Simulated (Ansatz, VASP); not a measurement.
# Two plane-wave programs on WS2

```xyz
6
Lattice="3.1147 0.0000 0.0000 -1.5574 2.6974 0.0000 0.0000 0.0000 11.7722" Properties=species:S:1:pos:R:3 pbc="T T T"
W     0.0000    1.7983    2.9431
W     1.5574    0.8991    8.8292
S     0.0000    1.7983    7.2570
S     1.5574    0.8991    1.3709
S     0.0000    1.7983   10.4013
S     1.5574    0.8991    4.5152
```

Alike in both runs: functional PBEsol; dispersion D3(BJ); k mesh 12 × 12 × 4; occupations gaussian, width 0.02 eV; no spin polarisation.

Ansatz relaxed the structure, and its values are those at the end. VASP's run is a single point on that final structure, the one shown.

|  | VASP | Ansatz |
| --- | --- | --- |
| version | VASP 6.6.1 | Ansatz 0.2.0 |
| potentials or method | VASP PAW PBE potentials, release 64 (W_sv, S), cutoff 520 eV | scalar-relativistic, plane waves, PAW |
| valence electrons in the cell | 52 | 52 |

VASP gave:

```
gap on the k mesh at the Fermi level (eV) : 0.68
least direct gap on the mesh (eV)         : 1.93
pressure (GPa)                            : 0.2
rms of the force components (eV/Å)        : 0.009
```

Q: What did Ansatz give for the same quantities?

A: gap on the k mesh at the Fermi level (eV): 0.66; least direct gap on the mesh (eV): 1.92; pressure (GPa): 0.0; rms of the force components (eV/Å): 0.000.

VASP's potentials were made for PBE, not for PBEsol.

Spin-orbit coupling is off throughout.
